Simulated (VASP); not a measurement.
# Li4BH (P-3m1) in VASP: a series of runs

Runs on Li4BH. Level: PBE. Tasks: relaxation of cell and atoms, single point.

Everything below comes from runs of VASP 6.6.1. Logs are shortened: lines on timing, memory, paths and dates and some standing lists are left out, and cuts for length are marked.

## Step 1: The cell of the first run

The structure is trigonal, space group P-3m1 (No. 164). The conventional cell has a = 3.241 Å, b = 3.241 Å, c = 9.813 Å, α = 90.00°, β = 90.00°, γ = 120.00°. Li (site symmetry 3m) has 3 B at 2.32 Å and 3 Li at 2.92 Å within 3.1 Å. Li (site symmetry 3m) has 3 H at 2.27 Å and 3 Li at 2.92 Å within 3.0 Å. Within 3.1 Å of B (site symmetry -3m) lie 6 Li at 2.32 Å. H (site symmetry -3m) has 6 Li at 2.27 Å within 3.0 Å.

## Step 2: Relaxation of cell and atoms, PBE

Contents of INCAR:

```
ALGO = Normal
EDIFF = 1E-6
EDIFFG = -0.04
ENCUT = 600
GGA = PE
IBRION = 2
ISIF = 3
ISMEAR = 0
LASPH = T
LCHARG = F
LREAL = F
LWAVE = F
NELM = 100
NSW = 90
PREC = Accurate
SIGMA = 0.1
```

Contents of KPOINTS:

```
k-points
0
Gamma
  6 6 2
```

Contents of POSCAR:

```
Li4BH
1.0
    3.2407113000      0.0000000000      0.0000000000
   -1.6203556500      2.8065383100      0.0000000000
    0.0000000000      0.0000000000      9.8126645700
Li B H
4 1 1
Direct
    0.3333333300      0.6666666700      0.8596523400
    0.6666666700      0.3333333300      0.1403476600
    0.3333333300      0.6666666700      0.3683278600
    0.6666666700      0.3333333300      0.6316721400
    0.0000000000      0.0000000000      0.0000000000
    0.0000000000      0.0000000000      0.5000000000
```

Potentials or basis: VASP PAW PBE potentials, release 64 (Li_sv, B, H).

On the command line:

```
> cat potpaw_PBE.64/Li_sv/POTCAR potpaw_PBE.64/B/POTCAR potpaw_PBE.64/H/POTCAR > POTCAR
> mpirun -np 1 vasp_std > vasp.out
```

OUTCAR:

```text
EDIFF = 1E-6
   EDIFFG = -0.04
   ENCUT = 600
   GGA = PE
   IBRION = 2
   ISIF = 3
   ISMEAR = 0
   LASPH = T
   LREAL = F
   NELM = 100
   NSW = 90
   PREC = Accurate

 ion  position               nearest neighbor table
   1  0.333  0.667  0.860-   5 2.32   5 2.32   5 2.32
   2  0.667  0.333  0.140-   5 2.32   5 2.32   5 2.32
   3  0.333  0.667  0.368-
   4  0.667  0.333  0.632-
   5  0.000  0.000  0.000-   1 2.32   2 2.32   1 2.32   2 2.32   2 2.32   1 2.32
   6  0.000  0.000  0.500-

  LATTYP: Found a hexagonal cell.
 ALAT       =     3.2407113000
 C/A-ratio  =     3.0279354320

  Lattice vectors:

 A1 = (   3.2407113000,   0.0000000000,   0.0000000000)
 A2 = (  -1.6203556500,   2.8065383100,   0.0000000000)
 A3 = (   0.0000000000,   0.0000000000,   9.8126645700)

Analysis of symmetry for initial positions (statically):
=====================================================================
 Subroutine PRICEL returns:
 Original cell was already a primitive cell.

 Routine SETGRP: Setting up the symmetry group for a
 hexagonal supercell.

 Subroutine GETGRP returns: Found 12 space group operations
 (whereof 12 operations were pure point group operations)
 out of a pool of 24 trial point group operations.

The static configuration has the point symmetry D_3d.

Analysis of symmetry for dynamics (positions and initial velocities):
=====================================================================
 Subroutine PRICEL returns:
 Original cell was already a primitive cell.

 Routine SETGRP: Setting up the symmetry group for a
 hexagonal supercell.

 Subroutine GETGRP returns: Found 12 space group operations
 (whereof 12 operations were pure point group operations)
 out of a pool of 24 trial point group operations.

The dynamic configuration has the point symmetry D_3d.

 Subroutine INISYM returns: Found 12 space group operations
 (whereof 12 operations are pure point group operations),
 and found     1 'primitive' translations

----------------------------------------------------------------------------------------

                                     Primitive cell

  volume of cell :      89.2480

  direct lattice vectors                    reciprocal lattice vectors
     3.240711300  0.000000000  0.000000000     0.308574232  0.178155416  0.000000000
    -1.620355650  2.806538310  0.000000000     0.000000000  0.356310832  0.000000000
     0.000000000  0.000000000  9.812664570     0.000000000  0.000000000  0.101909119

  length of vectors
     3.240711300  3.240711298  9.812664570     0.356310832  0.356310832  0.101909119

  position of ions in fractional coordinates (direct lattice)
     0.333333330  0.666666670  0.859652340
     0.666666670  0.333333330  0.140347660
     0.333333330  0.666666670  0.368327860
     0.666666670  0.333333330  0.631672140
     0.000000000  0.000000000  0.000000000
     0.000000000  0.000000000  0.500000000

  ion indices of the primitive-cell ions
   primitive index   ion index
                 1           1
                 2           2
                 3           3
                 4           4
                 5           5
                 6           6

----------------------------------------------------------------------------------------

 KPOINTS: k-points

Automatic generation of k-mesh.
 Grid dimensions read from file:
 generate k-points for:    6    6    2

 Generating k-lattice:

  Cartesian coordinates                     Fractional coordinates (reciprocal lattice)
     0.051429039  0.029692569  0.000000000     0.166666667 -0.000000000  0.000000000
     0.000000000  0.059385139  0.000000000     0.000000000  0.166666667  0.000000000
     0.000000000  0.000000000  0.050954559     0.000000000  0.000000000  0.500000000

  Length of vectors
     0.059385139  0.059385139  0.050954559

  Shift w.r.t. Gamma in fractional coordinates (k-lattice)
     0.000000000  0.000000000  0.000000000

 Subroutine IBZKPT returns following result:
 ===========================================

 Found     14 irreducible k-points:

 Following reciprocal coordinates:
            Coordinates               Weight
  0.000000  0.000000  0.000000      1.000000
  0.166667 -0.000000  0.000000      6.000000
  0.333333 -0.000000  0.000000      6.000000
  0.500000 -0.000000  0.000000      3.000000
  0.166667  0.166667  0.000000      6.000000
  0.333333  0.166667  0.000000     12.000000
  0.333333  0.333333  0.000000      2.000000
  0.000000  0.000000  0.500000      1.000000
  0.166667 -0.000000  0.500000      6.000000
  0.333333 -0.000000  0.500000      6.000000
  0.500000 -0.000000  0.500000      3.000000
  0.166667  0.166667  0.500000      6.000000
  0.333333  0.166667  0.500000     12.000000
  0.333333  0.333333  0.500000      2.000000
   k-points           NKPTS =     14   k-points in BZ     NKDIM =     14   number of bands    NBANDS=     12
   number of dos      NEDOS =    301   number of ions     NIONS =      6
   total plane-waves  NPLWV =  62720
   dimension x,y,z NGX =    28 NGY =   28 NGZ =   80
   dimension x,y,z NGXF=    56 NGYF=   56 NGZF=  160
   ions per type =               4   1   1
   NGX,Y,Z   is equivalent  to a cutoff of  14.36, 14.36, 13.55 a.u.
   NGXF,Y,Z  is equivalent  to a cutoff of  28.73, 28.73, 27.11 a.u.
 SYSTEM =  unknown system
   PREC   = accura    normal or accurate (medium, high low for compatibility)
   ISTART =      0    job   : 0-new  1-cont  2-samecut
   ICHARG =      2    charge: 1-file 2-atom 10-const
   ISPIN  =      1    spin polarized calculation?
   LNONCOLLINEAR =      F non collinear calculations
   LSORBIT =      F    spin-orbit coupling
   LASPH  =      T    aspherical Exc in radial PAW
   ENCUT  =  600.0 eV  44.10 Ry    6.64 a.u.   6.47  6.47 19.60*2*pi/ulx,y,z
   NELM   =    100;   NELMIN=  2; NELMDL= -5     # of ELM steps
   EDIFF  = 0.1E-05   stopping-criterion for ELM
   LREAL  =      F    real-space projection
   EDIFFG = -.4E-01   stopping-criterion for IOM
   NSW    =     90    number of steps for IOM
   IBRION =      2    ionic relax: 0-MD 1-quasi-New 2-CG
   NFREE  =      1    steps in history (QN), initial steepest desc. (CG)
   ISIF   =      3    stress and relaxation
   ISYM   =      2    0-nonsym 1-usesym 2-fastsym
   POTIM  = 0.5000    time-step for ionic-motion
   TEBEG  =    0.0;   TEEND  =   0.0 temperature during run
   PSTRESS=    0.0 pullay stress
   NELECT =      16.0000    total number of electrons
   NUPDOWN=      -1.0000    fix difference up-down
   EMIN   =  10.00;   EMAX   =-10.00  energy-range for DOS
   EFERMI =   0.00;   METHOD = LEGACY
   ISMEAR =     0;   SIGMA  =   0.10  broadening in eV -4-tet -1-fermi 0-gaus
   EFERMI_NEDOS =   21; number of points for ismear=-14 and -15
   IALGO  =     38    algorithm
   IMIX   =      4    mixing-type and parameters
     AMIX     =   0.40;   BMIX     =  1.00
     AMIX_MAG =   1.60;   BMIX_MAG =  1.00
  volume/ion in A,a.u.               =      14.87       100.38
  Fermi-wavevector in a.u.,A,eV,Ry     =   0.923100  1.744406 11.593709  0.852114
  Thomas-Fermi vector in A             =   2.048700
   LORBIT       =      0    0 simple, 1 ext, 2 COOP (PROOUT), +10 PAW based schemes
   GGA     = PE    functional components
   LHFCALC =     F    Hartree Fock is set to
   AEXX    =    0.0000 exact exchange contribution
   IVDW    =     0    specifies the selected vdW correction
   LEPSILON=     F    determine dielectric tensor
   LRPA    =     F    only Hartree local field effects (RPA)
 conjugate gradient relaxation of ions
 non-spin polarized calculation
 Gauss-broadening in eV      SIGMA  =   0.10
  energy-cutoff  :      600.00
  volume of cell :       89.25
 maximum number of plane-waves:      3039
 NGX is ok and might be reduce to    28
   NGX = 13   NGY = 13   NGZ = 39

--------------------------------------- Ionic step        1  -------------------------------------------

 number of electron      15.9999994 magnetization

 Free energy of the ion-electron system (eV)
  ---------------------------------------------------
  ext. energy  EPLUGINS =         0.00000000
  ---------------------------------------------------
  free energy    TOTEN  =       -15.58435988 eV

  energy without entropy =      -15.58186312  energy(sigma->0) =      -15.58311150

------------------------ aborting loop because EDIFF is reached ----------------------------------------

  FORCE on cell =-STRESS in cart. coord.  units (eV):
  Direction    XX          YY          ZZ          XY          YZ          ZX
  --------------------------------------------------------------------------------------
  -------------------------------------------------------------------------------------
  Total       -2.8027810     -2.8027810     -0.7785885     -0.0000000      0.0000000      0.0000000
  in kB      -50.3154640    -50.3154639    -13.9772036     -0.0000000      0.0000000      0.0000000
  external PRESSURE =     -38.2027105 kB  Pullay stress =       0.0000000 kB
[... 101 lines left out ...]
  FREE ENERGIE OF THE ION-ELECTRON SYSTEM (eV)
  ---------------------------------------------------
  free  energy   TOTEN  =       -15.8750885762 eV

  energy  without entropy=      -15.8682445507  energy(sigma->0) =      -15.87166656

 E-fermi :   1.8192     XC(G=0):  -8.2265

 val. band max:        1.7661535869   @ k =   0.3333  -0.0000   0.0000
 cond. band min:       1.8692319980   @ k =   0.1667   0.1667   0.0000
 fundamental gap:      0.1030784111
 Fermi energy:         1.8192490669

 k-point     1 :       0.0000    0.0000    0.0000
  band No.  band energies     occupation
      1     -45.2251      2.00000
      2     -45.2062      2.00000
      3     -43.2388      2.00000
      4     -43.2329      2.00000
      5      -6.2144      2.00000
      6      -5.2331      2.00000
      7      -1.2693      2.00000
      8       0.2188      2.00000
      9       1.4112      2.00000
     10       6.8698      0.00000
     11       7.1796      0.00000
     12       7.1796      0.00000
[... 181 lines left out ...]
 k-point    14 :       0.3333    0.3333    0.5000
  band No.  band energies     occupation
      1     -45.1918      2.00000
      2     -45.1918      2.00000
      3     -43.2096      2.00000
      4     -43.2096      2.00000
      5      -2.0524      2.00000
      6      -1.8860      2.00000
      7       0.6151      2.00000
      8       0.6151      2.00000
      9       2.1880      0.00000
     10       3.3615      0.00000
     11       3.3615      0.00000
     12       4.9846      0.00000

[... ionic steps 4 to 12 ...]

--------------------------------------- Ionic step       13  -------------------------------------------

 number of electron      16.0000000 magnetization

------------------------ aborting loop because EDIFF is reached ----------------------------------------

  FORCE on cell =-STRESS in cart. coord.  units (eV):
  Direction    XX          YY          ZZ          XY          YZ          ZX
  --------------------------------------------------------------------------------------
  -------------------------------------------------------------------------------------
  Total       -0.0838615     -0.0838615      0.0023957      0.0000000      0.0000000     -0.0000000
  in kB       -1.9203539     -1.9203539      0.0548585      0.0000000      0.0000000     -0.0000000
  external PRESSURE =      -1.2619498 kB  Pullay stress =       0.0000000 kB
[... 65 lines left out ...]
  energy  without entropy=      -16.2230975778  energy(sigma->0) =      -16.23379857

--------------------------------------- Ionic step       15  -------------------------------------------

 number of electron      16.0000004 magnetization

 Free energy of the ion-electron system (eV)
  ---------------------------------------------------
  ext. energy  EPLUGINS =         0.00000000
  ---------------------------------------------------
  free energy    TOTEN  =       -16.24460797 eV

  energy without entropy =      -16.22335608  energy(sigma->0) =      -16.23398203

 E-fermi :   2.0379     XC(G=0):  -8.4610

 val. band max:        1.9857042841   @ k =   0.3333   0.1667   0.0000
 cond. band min:       2.0693168040   @ k =   0.3333   0.1667   0.5000
 fundamental gap:      0.0836125199
 Fermi energy:         2.0378862212

 k-point     1 :       0.0000    0.0000    0.0000
  band No.  band energies     occupation
      1     -44.6832      2.00000
      2     -44.6549      2.00000
      3     -43.2164      2.00000
      4     -43.2152      2.00000
      5      -6.6326      2.00000
      6      -5.5776      2.00000
      7      -1.2631      2.00000
      8      -0.1557      2.00000
      9       0.3975      2.00000
     10       5.7893      0.00000
     11       9.4074      0.00000
     12       9.4074      0.00000
[... 226 lines left out ...]
  FREE ENERGIE OF THE ION-ELECTRON SYSTEM (eV)
  ---------------------------------------------------
  free  energy   TOTEN  =       -16.2446079745 eV

  energy  without entropy=      -16.2233560848  energy(sigma->0) =      -16.23398203

 reached required accuracy - stopping structural energy minimisation
```

Wall time 1.9 min (1 thread of Intel Xeon 6975P-C (Granite Rapids), shared host); peak memory 0.24 GiB.

What came out:

```yaml
Free_energy: -16.2446 eV
Relaxed_volume: 11.53 Å³/atom
Relaxed_cell: a = 2.692 Å, b = 2.692 Å, c = 11.024 Å, α = 90.00°, β = 90.00°, γ = 120.00°
Space_group_after_relaxing_to_0.1_Å: P-3m1 (No. 164)
Energy_gained_by_relaxing: 110.0 meV/atom
Ionic_steps: 15
Pressure_after_relaxing: 0.3 GPa
Largest_force_after_relaxing: 0.028 eV/Å
Band_gap_on_the_k_mesh: zero (bands 8 and 9 overlap by 1.80 eV)
```

Forces in eV/Å, atoms in the order of the input:
```
Li   0.000  0.000 -0.001
Li   0.000  0.000  0.001
Li   0.000  0.000 -0.028
Li   0.000  0.000  0.028
B    0.000  0.000  0.000
H    0.000  0.000  0.000
```

Stress tensor (GPa, compression positive):
```
0.18 0.00 0.00
0.00 0.18 0.00
0.00 0.00 0.55
```

Step by step:
| step | energy change (eV) | largest force (eV/Å) | pressure (GPa) | volume (Å³) |
| --- | --- | --- | --- | --- |
| 1 | 0.0000 | 0.4426 | -3.82 | 89.25 |
| 2 | -0.1477 | 0.3744 | -2.87 | 84.74 |
| 3 | -0.2907 | 0.2567 | -0.47 | 77.18 |
| 4 | -0.2985 | 0.3300 | 0.56 | 74.84 |
| 5 | -0.2987 | 0.3038 | 0.40 | 75.18 |
| 6 | -0.3310 | 0.2708 | 0.31 | 74.91 |
| 7 | -0.4323 | 0.2534 | 0.05 | 74.00 |
| 8 | -0.5982 | 0.1680 | -0.13 | 71.81 |
| 9 | -0.0025 | 1.1995 | 1.86 | 66.07 |
| 10 | -0.6129 | 0.3439 | -0.18 | 71.14 |
| 11 | -0.6436 | 0.2174 | -0.41 | 70.48 |
| 12 | -0.6439 | 0.2260 | -0.40 | 70.53 |
| 13 | -0.6547 | 0.1424 | -0.13 | 69.97 |
| 14 | -0.6601 | 0.0129 | 0.35 | 69.09 |
| 15 | -0.6602 | 0.0283 | 0.30 | 69.19 |

Final structure:
```
Li B H
1.0
     2.69203    0.00000    0.00000
    -1.34601    2.33136    0.00000
     0.00000    0.00000   11.02430
Li B H
4 1 1
Cartesian
  0.0000 1.5542 9.3242
  1.3460 0.7771 1.7001
  0.0000 1.5542 4.3488
  1.3460 0.7771 6.6755
  0.0000 0.0000 0.0000
  0.0000 0.0000 5.5122
```

Levels at points of the mesh, in eV from the Fermi level:
| k point | band 4 | band 5 | band 6 | band 7 | band 8 | band 9 | band 10 | band 11 | band 12 |
| --- | --- | --- | --- | --- | --- | --- | --- | --- | --- |
| (0.00, 0.00, 0.00) | -45.25 | -8.67 | -7.62 | -3.30 | -2.19 | -1.64 | 3.75 | 7.37 | 7.37 |
| (0.50, 0.00, 0.00) | -45.20 | -4.50 | -3.78 | -2.80 | -0.06 | 0.52 | 2.93 | 3.43 | 3.93 |
| (0.00, 0.00, 0.50) | -45.25 | -8.67 | -7.62 | -3.12 | -2.69 | -1.22 | 3.01 | 6.38 | 8.42 |
| (0.50, 0.00, 0.50) | -45.20 | -4.50 | -3.78 | -2.80 | 0.04 | 0.38 | 2.84 | 3.45 | 4.20 |

Caveat: the k points lie up to 0.45 Å⁻¹ apart in the final cell, too coarse for converged energies and pressures of a metal; the cutoff is under 1.25 times the usual one of these potentials, so pressure, stress and relaxed cells hold a basis-set (Pulay) error; the volume moved by over 15 % at a fixed basis, so the end points are rough.

(Part 1 of 2 ends here.)
